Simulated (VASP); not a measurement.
Mg11CdO12 (a cell with a defect), 24 atoms in the cell. The cell holds a defect, 24 atoms: a = 5.960 Å, b = 5.960 Å, c = 8.940 Å, α = 60.00°, β = 60.00°, γ = 60.00°. 

| Property | Result |
| --- | --- |
| Program | VASP 6.6.1 |
| Task | single point |
| Functional | HSE06 |
| Potentials or basis | VASP PAW PBE potentials, release 64 (O, Mg, Cd) |
| Cutoff | 520 eV |
| k mesh | 1 × 1 × 1, shifted |
| Occupations | fermi-dirac, width 0.05 eV |
| Spin | no spin polarisation |
| Dipole correction | no |
| Grid for exact exchange (PRECFOCK) | Fast |
| Further INCAR settings | ALGO = Normal; EDIFF = 1e-06; NBANDS = 71; ISYM = 0 |
| Screening parameter | 0.2079 1/Å |

Potentials or basis: VASP PAW PBE potentials, release 64 (O, Mg, Cd).

Command:

```sh
$ cat potpaw_PBE.64/O/POTCAR potpaw_PBE.64/Mg/POTCAR potpaw_PBE.64/Cd/POTCAR > POTCAR
$ cp INCAR.step1 INCAR
$ mpirun -np 1 vasp_std > vasp.out
$ cp INCAR.step2 INCAR
$ mpirun -np 1 vasp_std > vasp.out
```

Hardware: 1 thread of Intel(R) Xeon(R) Platinum 8488C (Sapphire Rapids) (shared host).

Question: How long does it take, and how much memory?

Answer: Run time: 2.9 min on 1 thread of Intel(R) Xeon(R) Platinum 8488C (Sapphire Rapids), on a shared host, peak memory 0.56 GiB. Counts: k points 1.
